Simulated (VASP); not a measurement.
# HfO2 (P1) in VASP: single point with PBE

Aim: the single point of HfO2 with PBE.

Program: VASP 6.6.1. These are calculated values, not measurements. Logs are shortened: lines on timing, memory, paths and dates and some standing lists are left out, and cuts for length are marked.

## Step 1: The cell of the first run

The typed cell holds 6 atoms: a = 3.400 Å, b = 3.452 Å, c = 4.938 Å, α = 91.08°, β = 94.29°, γ = 87.85°.

## Step 2: Single point, PBE (atoms moved at random and the cell strained at random)

The input, INCAR:

```
SYSTEM = HfO2
  PREC = Accurate
  ENCUT = 520
  EDIFF = 1E-6
  ISMEAR = 0
  SIGMA = 0.05
  LREAL = .False.
  LASPH = .True.
  NELM = 100
  ALGO = Normal
  ISIF = 2
  LWAVE = .False.
  LCHARG = .False.
  GGA = PE
  NBANDS = 31
```

The input, KPOINTS:

```
Automatic mesh
0
Gamma
  6 6 6
  0 0 0
```

The input, POSCAR:

```
HfO2
1.0
    3.3968621167      0.0638430009     -0.1269459184
    0.0638430009      3.4516159010     -0.0310689490
   -0.1845258866     -0.0451611634      4.9348392082
Hf O
2 4
Direct
    0.4991775239      0.5055977213      0.4999264685
    0.0081710497      0.0001851969     -0.0047561420
   -0.0088138269      0.4954879384      0.6935840736
    0.4932947410     -0.0003420532      0.8000662644
    0.5077660980      0.0018918584      0.3077866463
    0.0004044144      0.4971793382      0.2033926893
```

Potentials or basis: VASP PAW PBE potentials, release 64 (Hf_pv, O).

The run is started by

```sh
$ cat potpaw_PBE.64/Hf_pv/POTCAR potpaw_PBE.64/O/POTCAR > POTCAR
$ mpirun -np 1 vasp_std > vasp.out
```

OUTCAR:

```text
SYSTEM = HfO2
   PREC = Accurate
   ENCUT = 520
   EDIFF = 1E-6
   ISMEAR = 0
   LREAL = .False.
   LASPH = .True.
   NELM = 100
   ISIF = 2
   GGA = PE

 ion  position               nearest neighbor table
   1  0.499  0.506  0.500-   3 1.86   5 1.97   5 1.98   3 2.04   6 2.16   4 2.24   4 2.31   6 2.33
                             2 3.35   2 3.36   2 3.37   2 3.39   2 3.45   2 3.54   2 3.58   2 3.63
   2  0.008  0.000  0.995-   4 1.93   4 1.97   6 1.98   6 2.04   5 2.21   3 2.27   3 2.29   5 2.38
                             1 3.35   1 3.36   1 3.37   1 3.39   1 3.45   1 3.54   1 3.58   1 3.63
   3  0.991  0.495  0.694-   1 1.86   1 2.04   2 2.27   2 2.29
   4  0.493  1.000  0.800-   2 1.93   2 1.97   1 2.24   1 2.31
   5  0.508  0.002  0.308-   1 1.97   1 1.98   2 2.21   2 2.38
   6  0.000  0.497  0.203-   2 1.98   2 2.04   1 2.16   1 2.33

  LATTYP: Found a triclinic cell.
 ALAT       =     3.3998328540
 B/A-ratio  =     1.7007676517
 C/A-ratio  =     1.0154458292
 COS(alpha) =     0.0060208381
 COS(beta)  =     0.0375868145
 COS(gamma) =     0.5240726604

  Lattice vectors:

 A1 = (  -3.3968621167,  -0.0638430009,   0.1269459184)
 A2 = (  -3.2123362301,  -0.0186818375,  -4.8078932898)
 A3 = (  -0.0638430009,  -3.4516159010,   0.0310689490)

Analysis of symmetry for initial positions (statically):
=====================================================================
 Subroutine PRICEL returns:
 Original cell was already a primitive cell.

 Routine SETGRP: Setting up the symmetry group for a
 triclinic supercell.

 Subroutine GETGRP returns: Found  1 space group operations
 (whereof  1 operations were pure point group operations)
 out of a pool of  2 trial point group operations.

The static configuration has the point symmetry C_1 .

Analysis of symmetry for dynamics (positions and initial velocities):
=====================================================================
 Subroutine PRICEL returns:
 Original cell was already a primitive cell.

 Routine SETGRP: Setting up the symmetry group for a
 triclinic supercell.

 Subroutine GETGRP returns: Found  1 space group operations
 (whereof  1 operations were pure point group operations)
 out of a pool of  2 trial point group operations.

The dynamic configuration has the point symmetry C_1 .

 Subroutine INISYM returns: Found  1 space group operations
 (whereof  1 operations are pure point group operations),
 and found     1 'primitive' translations

----------------------------------------------------------------------------------------
[... 100 lines left out ...]
   NELM   =    100;   NELMIN=  2; NELMDL= -5     # of ELM steps
   EDIFF  = 0.1E-05   stopping-criterion for ELM
   LREAL  =      F    real-space projection
   EDIFFG = 0.1E-04   stopping-criterion for IOM
   NSW    =      0    number of steps for IOM
   IBRION =     -1    ionic relax: 0-MD 1-quasi-New 2-CG
   NFREE  =      0    steps in history (QN), initial steepest desc. (CG)
   ISIF   =      2    stress and relaxation
   ISYM   =      2    0-nonsym 1-usesym 2-fastsym
   POTIM  = 0.5000    time-step for ionic-motion
   TEBEG  =    0.0;   TEEND  =   0.0 temperature during run
   PSTRESS=    0.0 pullay stress
   NELECT =      44.0000    total number of electrons
   NUPDOWN=      -1.0000    fix difference up-down
   EMIN   =  10.00;   EMAX   =-10.00  energy-range for DOS
   EFERMI =   0.00;   METHOD = LEGACY
   ISMEAR =     0;   SIGMA  =   0.05  broadening in eV -4-tet -1-fermi 0-gaus
   EFERMI_NEDOS =   21; number of points for ismear=-14 and -15
   IALGO  =     38    algorithm
   IMIX   =      4    mixing-type and parameters
     AMIX     =   0.40;   BMIX     =  1.00
     AMIX_MAG =   1.60;   BMIX_MAG =  1.00
  volume/ion in A,a.u.               =       9.63        64.96
  Fermi-wavevector in a.u.,A,eV,Ry     =   1.495194  2.825507 30.417254  2.235605
  Thomas-Fermi vector in A             =   2.607370
   LORBIT       =      0    0 simple, 1 ext, 2 COOP (PROOUT), +10 PAW based schemes
   GGA     = PE    functional components
   LHFCALC =     F    Hartree Fock is set to
   AEXX    =    0.0000 exact exchange contribution
   IVDW    =     0    specifies the selected vdW correction
   LEPSILON=     F    determine dielectric tensor
   LRPA    =     F    only Hartree local field effects (RPA)
 non-spin polarized calculation
 Gauss-broadening in eV      SIGMA  =   0.05
  energy-cutoff  :      520.00
  volume of cell :       57.75
 maximum number of plane-waves:      1572
 NGX is ok and might be reduce to    28
   NGX = 13   NGY = 13   NGZ = 19

 number of electron      43.9999999 magnetization

 Free energy of the ion-electron system (eV)
  ---------------------------------------------------
  ext. energy  EPLUGINS =         0.00000000
  ---------------------------------------------------
  free energy    TOTEN  =       -59.07036480 eV

  energy without entropy =      -59.07036480  energy(sigma->0) =      -59.07036480

 E-fermi :   4.9357     XC(G=0): -12.4827

 val. band max:        4.7034491741   @ k =   0.0000   0.0000   0.5000
 cond. band min:       9.5818397565   @ k =   0.0000   0.0000   0.0000
 fundamental gap:      4.8783905824
 Fermi energy:         4.9356665199

 k-point     1 :       0.0000    0.0000    0.0000
  band No.  band energies     occupation
      1     -24.5358      2.00000
      2     -23.9544      2.00000
      3     -23.8907      2.00000
      4     -23.7216      2.00000
      5     -23.6465      2.00000
      6     -23.6062      2.00000
[... 805 lines left out ...]
     30      15.2400      0.00000
     31      15.5150      0.00000

 [... further k-points ...]
[... 5 lines left out ...]
  --------------------------------------------------------------------------------------
  -------------------------------------------------------------------------------------
  Total       22.2613285     16.4381890     18.0713094     -2.7134059      0.8791133      4.6897474
  in kB      617.5571261    456.0159449    501.3207490    -75.2732772     24.3877035    130.0994639
  external PRESSURE =     524.9646067 kB  Pullay stress =       0.0000000 kB

 VOLUME and BASIS-vectors are now :
 -----------------------------------------------------------------------------
  energy-cutoff  :      520.00
  volume of cell :       57.75
      direct lattice vectors                 reciprocal lattice vectors
     3.396862117  0.063843001 -0.126945918     0.294900268 -0.005355822  0.010978039
     0.063843001  3.451615901 -0.031068949    -0.005355822  0.289840512  0.002452207
    -0.184525887 -0.045161163  4.934839208     0.007552421  0.001687013  0.202938690

 POSITION                                       TOTAL-FORCE (eV/Angst)
 -----------------------------------------------------------------------------------
      1.63567      1.75442      2.38798        -2.421857      0.122343     -0.868698
     -0.15588     -0.04379      4.91033         0.570160     -0.416119      1.286809
      3.27057      1.74219      3.28150         2.731349     -0.014248      2.299989
      1.59184      3.44580      3.85452        -0.597182      0.007191     -0.880409
      1.66814      0.02505      1.45436         0.345613     -0.376739     -1.271602
     -0.00442      1.70691      0.98821        -0.628083      0.677571     -0.566089
 -----------------------------------------------------------------------------------
    total drift:                                0.000128     -0.000306      0.000039

  FREE ENERGIE OF THE ION-ELECTRON SYSTEM (eV)
  ---------------------------------------------------
  free  energy   TOTEN  =       -59.0703648039 eV

  energy  without entropy=      -59.0703648039  energy(sigma->0) =      -59.07036480
```

stdout:

```text
POSCAR found type information on POSCAR HfO
 POSCAR found :  2 types and       6 ions
 scaLAPACK will be used
 LDA part: xc-table for (Slater+PW92), standard interpolation
 POSCAR, INCAR and KPOINTS ok, starting setup
 FFT: planning ... GRIDC
 FFT: planning ... GRID_SOFT
 FFT: planning ... GRID
 WAVECAR not read
 entering main loop
```

It took 2.8 min on 1 thread of Intel Xeon Platinum 8259CL at 2.50GHz (Skylake/Cascade Lake), shared host; peak memory 0.29 GiB.

What came out:

```
Free energy            : -59.0704 eV
Pressure               : 52.5 GPa
Largest force          : 3.571 eV/Å
Band gap on the k mesh : 4.88 eV, indirect (least direct gap 4.98 eV)
```

Forces on the atoms (eV/Å):
```
Hf  -2.422  0.122 -0.869
Hf   0.570 -0.416  1.287
O    2.731 -0.014  2.300
O   -0.597  0.007 -0.880
O    0.346 -0.377 -1.272
O   -0.628  0.678 -0.566
```

Caveat: the cell differs from its parent crystal (atoms moved at random and the cell strained at random); spin-orbit coupling is left out, which moves the levels of the heavy elements; forces of over 1 eV/Å act on the atoms, so gaps and moduli don't describe the material at rest.
